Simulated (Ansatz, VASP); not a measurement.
SnO2 in VASP and in Ansatz

The input INCAR:

```
PREC = Accurate
ENCUT = 520
EDIFF = 1E-7
ISMEAR = 0
SIGMA = 0.05
LREAL = F
LASPH = T
NELM = 60
ALGO = Normal
ISIF = 2
LWAVE = F
LCHARG = F
GGA = PE
IVDW = 12
NBANDS = 49
```

Contents of KPOINTS:

```
regular mesh
0
Gamma
  9 9 2
```

The input POSCAR:

```
SnO2
1.0
   -3.2372529198      0.0000000000      0.0000000000
   -1.6186264599     -2.8035432670      0.0000000000
   -2.4279396898     -1.4017716336     13.6754773976
Sn O
3 6
Direct
    0.4312992305      0.4312992305      0.4707348724
    0.9215494185     -0.0784505815      0.1569011630
   -0.0589509575     -0.0589509575      0.7845685818
    0.5519996664      0.5519996664      0.2293340005
    0.5714992903     -0.4285007097      0.8570014193
    0.0617494784      0.0617494784      0.5431677099
    0.3105987946      0.3105987946      0.7121357442
    0.8008489826     -0.1991510174      0.3983020348
    0.2910991706      0.2910991706      0.0844683255
```

Input for Ansatz:

```yaml
crystal:
  lattice:
    - [-3.2372529198, 0.0, 0.0]
    - [-1.6186264599, -2.803543267, 0.0]
    - [-2.4279396898, -1.4017716336, 13.6754773976]
  atoms:
    - { symbol: Sn, position: [0.4312992305, 0.4312992305, 0.4707348724] }
    - { symbol: Sn, position: [0.9215494185, -0.0784505815, 0.156901163] }
    - { symbol: Sn, position: [-0.0589509575, -0.0589509575, 0.7845685818] }
    - { symbol: O, position: [0.5519996664, 0.5519996664, 0.2293340005] }
    - { symbol: O, position: [0.5714992903, -0.4285007097, 0.8570014193] }
    - { symbol: O, position: [0.0617494784, 0.0617494784, 0.5431677099] }
    - { symbol: O, position: [0.3105987946, 0.3105987946, 0.7121357442] }
    - { symbol: O, position: [0.8008489826, -0.1991510174, 0.3983020348] }
    - { symbol: O, position: [0.2910991706, 0.2910991706, 0.0844683255] }
basis:
  ecutwfc: 520.0
kpoints:
  mp_grid: { grid: [9, 9, 2] }
hamiltonian:
  xc: pbe
  pseudopotentials: { kind: paw, azcp: { folder: soft_1 } }
  dispersion: d3bj
scf:
  occupations: { method: gaussian, width: 0.05 }
output:
  forces: true
  stress: true
  eigenvalues: true
```

Alike in both runs: task single point; functional PBE; dispersion D3(BJ); k mesh 9 × 9 × 2; occupations gaussian, width 0.05 eV; no spin polarisation.

|  | VASP | Ansatz |
| --- | --- | --- |
| version | VASP 6.6.1 | Ansatz 0.2.0 |
| potentials or method | VASP PAW PBE potentials, release 64 (Sn_d, O), cutoff 520 eV | scalar-relativistic, plane waves, PAW |
| valence electrons in the cell | 78 | 78 |

VASP gave:

- gap on the k mesh at the Fermi level (eV): 1.76
- least direct gap on the mesh (eV): 1.83
- pressure (GPa): 0.3
- traceless stress, the component that is largest in VASP (GPa): 0.09
- rms of the force components (eV/Å): 0.076

Task: Estimate Ansatz's values.

Result: gap on the k mesh at the Fermi level (eV): 1.78; least direct gap on the mesh (eV): 1.85; pressure (GPa): -0.3; traceless stress, the component that is largest in VASP (GPa): 0.09; rms of the force components (eV/Å): 0.059.

Atom by atom the forces differ by 0.026 eV/Å (rms over components).
